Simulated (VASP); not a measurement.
Runs of VASP 6.6.1 on BaTiO3. The structure is that of space group R3m (No. 160), or close to it. The cells are those of the table. 

| task | level | potentials or basis | U | cell | cutoff (eV) | gap on the mesh (eV) | pressure (GPa) | largest force (eV/Å) |
| --- | --- | --- | --- | --- | --- | --- | --- | --- |
| relaxation of cell and atoms | PBE | VASP PAW PBE potentials, release 64 (Ba_sv, Ti_sv, O) | - | relaxed from a = 4.060 Å, angles 89.7°, 5 atoms | 600 | 2.57 | 0.0 | 0.01 |
| relaxation of shape and atoms at fixed volume | PBE | VASP PAW PBE potentials, release 64 (Ba_sv, Ti_sv, O) | - | relaxed from a = 4.019 Å, angles 89.7°, 5 atoms | 600 | (b) | 4.4 | 0.01 |
| relaxation of shape and atoms at fixed volume | PBE | VASP PAW PBE potentials, release 64 (Ba_sv, Ti_sv, O) | - | relaxed from a = 4.100 Å, angles 89.7°, 5 atoms | 600 | 2.69 | -1.7 | 0.01 |
| single point | PBE+U | VASP PAW PBE potentials, release 64 (Ba_sv, Ti_sv, O_h) | Ti d U = 4.0 eV | a = 4.060 Å, angles 89.7°, 5 atoms | 1340 | (a) | 4.7 | 1.19 |

Alike in all rows: no spin polarisation; k mesh 6 × 6 × 6; smearing gaussian 0.02 eV.

Q: Estimate the missing entries.

A: (a) 2.98; (b) 2.32.

Caveats: spin-orbit coupling is left out, which moves the levels of the heavy elements; the cell stands under pressure (at least some runs); forces of over 1 eV/Å act on the atoms, so gaps and moduli don't describe the material at rest (at least some runs).

A k mesh can miss the band edges, and the runs leave out spin-orbit coupling on Ba.
